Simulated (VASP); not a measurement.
## Ge: single point with PBE

Ge:

```xyz
3
Lattice="3.7686 0.0000 0.0000 -1.8843 3.2637 0.0000 0.0000 0.0000 2.3306" Properties=species:S:1:pos:R:3 pbc="T T T"
Ge    0.0000    0.0000    0.0000
Ge    0.0000    2.1758    1.1653
Ge    1.8843    1.0879    1.1653
```

This isn't the form of Ge at room conditions, which is diamond.

```yaml
Program: VASP 6.6.1
Task: single point
Functional: PBE
Potentials_or_basis: VASP PAW PBE potentials, release 64 (Ge_d)
Cutoff: 500 eV
k_mesh: 6 × 6 × 8
Occupations: gaussian, width 0.1 eV
Spin: no spin polarisation
Dipole_correction: no
Further_INCAR_settings: ALGO = Normal; EDIFF = 1e-06; NBANDS = 28
```

The pressure is 227.3 GPa and the band gap on the k mesh is zero (bands 21 and 22 overlap by 9.77 eV).

Stress tensor (GPa, compression positive):
```
238.44   0.00   0.00
  0.00 238.44   0.00
  0.00   0.00 204.87
```

Levels at points of the mesh, in eV from the Fermi level:
```csv
k point,band 17,band 18,band 19,band 20,band 21,band 22,band 23,band 24,band 25,band 26
"(0.00, 0.00, 0.00)",-6.62,-6.62,-6.52,-6.52,-5.60,-5.34,5.21,10.24,18.81,18.96
"(0.50, 0.00, 0.00)",-17.42,-10.79,-8.95,4.40,4.42,4.51,4.62,9.02,9.30,9.37
"(0.00, 0.00, 0.50)",-13.35,-1.83,-1.83,-1.12,-0.38,0.26,0.26,1.41,1.41,2.09
"(0.50, 0.00, 0.50)",-10.03,-10.02,-9.00,-4.32,-2.84,-2.46,-1.64,9.34,9.38,9.78
```

It took 18 s on 1 thread of AMD EPYC 7R13 Processor (Zen 3) (shared host), peak memory 0.12 GiB.

Caveat: the stress differs along the axes, from 205 to 238 GPa.
